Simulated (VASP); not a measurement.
# CsI (Pm-3m) in VASP: further runs, part 2 of 2

VASP 6.6.1. Earlier steps stand in the parts before.

## Step 5: Single point, HSE06

This run uses another cell than the first one, of 49.85 Å³/atom.

Contents of POSCAR:

```
CsI
1.0
    4.6368680177      0.0000000000      0.0000000000
    0.0000000000      4.6368680177      0.0000000000
    0.0000000000      0.0000000000      4.6368680177
Cs I
1 1
Direct
    0.0000000000      0.0000000000      0.0000000000
    0.5000000000      0.5000000000      0.5000000000
```

Contents of INCAR.step1:

```
SYSTEM = CsI
  ALGO = Normal
  EDIFF = 1E-5
  ENCUT = 400
  GGA = PE
  GGA_COMPAT = .FALSE.
  ISIF = 2
  ISMEAR = -1
  LASPH = .TRUE.
  LCHARG = .FALSE.
  LREAL = .FALSE.
  LWAVE = .TRUE.
  NBANDS = 15
  NELM = 120
  PREC = Accurate
  SIGMA = 0.02
```

Contents of INCAR.step2:

```
SYSTEM = CsI
  ALGO = Normal
  EDIFF = 1E-6
  ENCUT = 400
  GGA = PE
  GGA_COMPAT = .FALSE.
  HFSCREEN = 0.2079
  ISIF = 2
  ISMEAR = -1
  ISTART = 1
  LASPH = .TRUE.
  LCHARG = .FALSE.
  LHFCALC = .TRUE.
  LREAL = .FALSE.
  LWAVE = .FALSE.
  NBANDS = 15
  NELM = 120
  PREC = Accurate
  PRECFOCK = Normal
  SIGMA = 0.02
```

Contents of KPOINTS:

```
k-points
0
G
  4 4 4
  0 0 0
```

Potentials or basis: VASP PAW PBE potentials, release 64 (Cs_sv, I).

On the command line:

```
> cat potpaw_PBE.64/Cs_sv/POTCAR potpaw_PBE.64/I/POTCAR > POTCAR
> cp INCAR.step1 INCAR
> mpirun -np 1 vasp_std > vasp.out
> cp INCAR.step2 INCAR
> mpirun -np 1 vasp_std > vasp.out
```

OUTCAR:

```text
SYSTEM = CsI
   EDIFF = 1E-6
   ENCUT = 400
   GGA = PE
   HFSCREEN = 0.2079
   ISIF = 2
   ISMEAR = -1
   ISTART = 1
   LASPH = .TRUE.
   LHFCALC = .TRUE.
   LREAL = .FALSE.
   NELM = 120
   PREC = Accurate
   PRECFOCK = Normal

 ion  position               nearest neighbor table
   1  0.000  0.000  0.000-
   2  0.500  0.500  0.500-

  LATTYP: Found a simple cubic cell.
 ALAT       =     4.6368680177

  Lattice vectors:

 A1 = (   4.6368680177,   0.0000000000,   0.0000000000)
 A2 = (   0.0000000000,   4.6368680177,   0.0000000000)
 A3 = (   0.0000000000,   0.0000000000,   4.6368680177)

Analysis of symmetry for initial positions (statically):
=====================================================================
 Subroutine PRICEL returns:
 Original cell was already a primitive cell.

 Routine SETGRP: Setting up the symmetry group for a
 simple cubic supercell.

 Subroutine GETGRP returns: Found 48 space group operations
 (whereof 48 operations were pure point group operations)
[... 164 lines left out ...]
  band No.  band energies     occupation
      1     -22.0596      2.00000
      2     -11.6364      2.00000
      3      -7.7557      2.00000
      4      -7.7557      2.00000
      5      -7.7557      2.00000
      6      -0.2514      2.00000
      7      -0.2514      2.00000
      8      -0.2514      2.00000
      9       4.5644      0.00000
     10       5.0625      0.00000
     11       5.0625      0.00000
     12       8.7192      0.00000
     13       8.7192      0.00000
     14       8.7192      0.00000
[... 149 lines left out ...]
      2     -11.3594      2.00000
      3      -7.9803      2.00000
      4      -7.9803      2.00000
      5      -7.9803      2.00000
      6      -1.4234      2.00000
      7      -1.4234      2.00000
      8      -1.4234      2.00000
      9       7.8992      0.00000
     10       7.8992      0.00000
     11       7.8992      0.00000
     12       8.7083      0.00000
     13       8.7083      0.00000
     14       8.7083      0.00000
     15      10.7820      0.00000

------------------------ aborting loop because EDIFF is reached ----------------------------------------

  FORCE on cell =-STRESS in cart. coord.  units (eV):
  Direction    XX          YY          ZZ          XY          YZ          ZX
  --------------------------------------------------------------------------------------
  -------------------------------------------------------------------------------------
  Total       -0.0055060     -0.0055060     -0.0055060     -0.0000000     -0.0000000      0.0000000
  in kB       -0.0884851     -0.0884851     -0.0884851     -0.0000000     -0.0000000      0.0000000
  external PRESSURE =      -0.0884851 kB  Pullay stress =       0.0000000 kB

 VOLUME and BASIS-vectors are now :
 -----------------------------------------------------------------------------
  energy-cutoff  :      400.00
  volume of cell :       99.70
      direct lattice vectors                 reciprocal lattice vectors
     4.636868018  0.000000000  0.000000000     0.215662813  0.000000000  0.000000000
     0.000000000  4.636868018  0.000000000     0.000000000  0.215662813  0.000000000
     0.000000000  0.000000000  4.636868018     0.000000000  0.000000000  0.215662813

 POSITION                                       TOTAL-FORCE (eV/Angst)
 -----------------------------------------------------------------------------------
      0.00000      0.00000      0.00000         0.000000      0.000000      0.000000
      2.31843      2.31843      2.31843         0.000000      0.000000      0.000000
 -----------------------------------------------------------------------------------
    total drift:                               -0.000012     -0.000012     -0.000012

  FREE ENERGIE OF THE ION-ELECTRON SYSTEM (eV)
  ---------------------------------------------------
  free  energy   TOTEN  =        -6.3100216073 eV

  energy  without entropy=       -6.3100216073  energy(sigma->0) =       -6.31002161
```

OSZICAR.step1:

```text
N       E                     dE             d eps       ncg     rms          rms(c)
DAV:   1     0.767011499898E+02    0.76701E+02   -0.52042E+03   300   0.712E+02
DAV:   2     0.863591009923E+00   -0.75838E+02   -0.70948E+02   392   0.125E+02
DAV:   3    -0.550275437208E+01   -0.63663E+01   -0.63541E+01   398   0.422E+01
DAV:   4    -0.558869993457E+01   -0.85946E-01   -0.85941E-01   419   0.593E+00
DAV:   5    -0.558910065219E+01   -0.40072E-03   -0.40072E-03   405   0.339E-01    0.157E+00
DAV:   6    -0.546153839528E+01    0.12756E+00   -0.10092E-01   356   0.153E+00    0.110E+00
DAV:   7    -0.543497241366E+01    0.26566E-01   -0.10282E-01   377   0.152E+00    0.623E-01
DAV:   8    -0.543918778226E+01   -0.42154E-02   -0.13207E-02   335   0.610E-01    0.120E-01
DAV:   9    -0.543891242243E+01    0.27536E-03   -0.61195E-04   398   0.124E-01    0.538E-02
DAV:  10    -0.543901054576E+01   -0.98123E-04   -0.26314E-04   342   0.870E-02    0.382E-02
DAV:  11    -0.543900576456E+01    0.47812E-05   -0.11542E-05   312   0.168E-02
   1 F= -.54390058E+01 E0= -.54390058E+01  d E =-.167925E-11
```

Run time: 4.8 min. Hardware: 1 thread of AMD EPYC 9R45 (Zen 5), shared host; peak memory 0.25 GiB.

Results:

| Item | Value |
| --- | --- |
| Free energy | -6.3100 eV |
| Pressure | 0.0 GPa |
| Band gap on the k mesh | 4.71 eV (least direct gap 4.82 eV) |

Levels at points of the mesh, in eV from the valence-band top:
| k point | band 5 | band 6 | band 7 | band 8 | band 9 | band 10 | band 11 | band 12 |
| --- | --- | --- | --- | --- | --- | --- | --- | --- |
| (0.00, 0.00, 0.00) | -7.61 | -0.10 | -0.10 | -0.10 | 4.71 | 5.21 | 5.21 | 8.87 |
| (0.50, 0.00, 0.00) | -7.55 | -1.53 | -0.22 | -0.22 | 6.27 | 7.31 | 7.63 | 7.84 |
| (0.50, 0.50, 0.00) | -7.51 | -0.89 | -0.89 | 0.00 | 5.22 | 5.92 | 7.17 | 7.17 |
| (0.50, 0.50, 0.50) | -7.83 | -1.27 | -1.27 | -1.27 | 8.05 | 8.05 | 8.05 | 8.86 |

Caveat: the PAW data sets were made with another functional, which shifts forces and pressure a little; spin-orbit coupling is left out, which moves the levels of the heavy elements.

## Step 6: Single point, r2SCANh

Contents of POSCAR:

```
CsI
1.0
    4.6080834137      0.0000000000      0.0000000000
    0.0000000000      4.6080834137      0.0000000000
    0.0000000000      0.0000000000      4.6080834137
Cs I
1 1
Direct
    0.0000000000      0.0000000000      0.0000000000
    0.5000000000      0.5000000000      0.5000000000
```

Contents of INCAR.step1:

```
  ALGO = Normal
  EDIFF = 1E-5
  ENCUT = 440
  GGA = PE
  GGA_COMPAT = F
  ISIF = 2
  ISMEAR = 0
  LASPH = T
  LREAL = F
  LWAVE = T
  NBANDS = 15
  NELM = 120
  PREC = Accurate
  SIGMA = 0.01
```

Contents of INCAR.step2:

```
  AEXX = 0.1
  ALGO = Normal
  EDIFF = 1E-6
  ENCUT = 440
  GGA_COMPAT = F
  ISIF = 2
  ISMEAR = 0
  ISTART = 1
  LASPH = T
  LCHARG = T
  LELF = T
  LHFCALC = T
  LMIXTAU = T
  LREAL = F
  LVHAR = T
  LWAVE = F
  METAGGA = R2SCAN
  NBANDS = 15
  NELM = 120
  PREC = Accurate
  PRECFOCK = Normal
  SIGMA = 0.01
```

Contents of KPOINTS:

```
k-points
0
Gamma
  4 4 4
```

Potentials or basis: VASP PAW PBE potentials, release 64 (Cs_sv, I).

On the command line:

```
> cat potpaw_PBE.64/Cs_sv/POTCAR potpaw_PBE.64/I/POTCAR > POTCAR
> cp INCAR.step1 INCAR
> mpirun -np 1 vasp_std > vasp.out
> cp INCAR.step2 INCAR
> mpirun -np 1 vasp_std > vasp.out
```

Run time: 4.3 min. Hardware: 1 thread of AMD EPYC 9R45 (Zen 5), shared host; peak memory 0.17 GiB.

Results (log left out):

| Property | Result |
| --- | --- |
| Free energy | -48.9742 eV |
| Pressure | 0.0 GPa |
| Band gap on the k mesh | 5.04 eV (least direct gap 5.14 eV) |

Levels at points of the mesh, in eV from the valence-band top:
```
           k point  band 4  band 5  band 6  band 7  band 8  band 9  band 10  band 11  band 12  band 13
(0.00, 0.00, 0.00)   -7.48   -7.48   -0.10   -0.10   -0.10    5.04     5.25     5.25     9.04     9.04
(0.50, 0.00, 0.00)   -7.42   -7.42   -1.54   -0.23   -0.23    6.30     7.61     7.86     7.96     9.17
(0.50, 0.50, 0.00)   -7.83   -7.39   -0.89   -0.89    0.00    5.34     6.10     7.31     7.31    10.84
(0.50, 0.50, 0.50)   -7.72   -7.72   -1.30   -1.30   -1.30    8.26     8.26     8.26     9.09     9.09
```

Caveat: the PAW data sets were made with another functional, which shifts forces and pressure a little; spin-orbit coupling is left out, which moves the levels of the heavy elements.

## Step 7: Overview

```csv
level,cell,cutoff (eV),smearing,share of exact exchange,screening parameter,gap on the mesh (eV),pressure (GPa)
HSE06,"a = 4.608 Å, 2 atoms",400,gaussian 0.01 eV,0.25,0.2079 1/Å,4.78,0.2
PBE0,"a = 4.608 Å, 2 atoms",400,gaussian 0.01 eV,0.25,-,5.47,0.1
HF,"a = 4.608 Å, 2 atoms",400,gaussian 0.01 eV,1,-,10.89,2.0
HSE06,"a = 4.637 Å, 2 atoms",400,fermi-dirac 0.02 eV,0.25,0.2079 1/Å,4.71,0.0
r2SCANh,"a = 4.608 Å, 2 atoms",440,gaussian 0.01 eV,0.1,-,5.04,0.0
```

Alike in all rows: task single point; potentials or basis VASP PAW PBE potentials, release 64 (Cs_sv, I); no spin polarisation; k mesh 4 × 4 × 4.

On the cell as given the gap runs from 4.78 eV (HSE06) to 10.89 eV (HF). The pressure there spans 0.0 GPa (r2SCANh) to 2.0 GPa (HF); a positive pressure means that this level wants a larger cell, a negative one a smaller.

Caveats: the PAW data sets were made with another functional, which shifts forces and pressure a little; spin-orbit coupling is left out, which moves the levels of the heavy elements.

Total energies depend on the potentials used, so only differences within one code and one set of settings carry meaning.
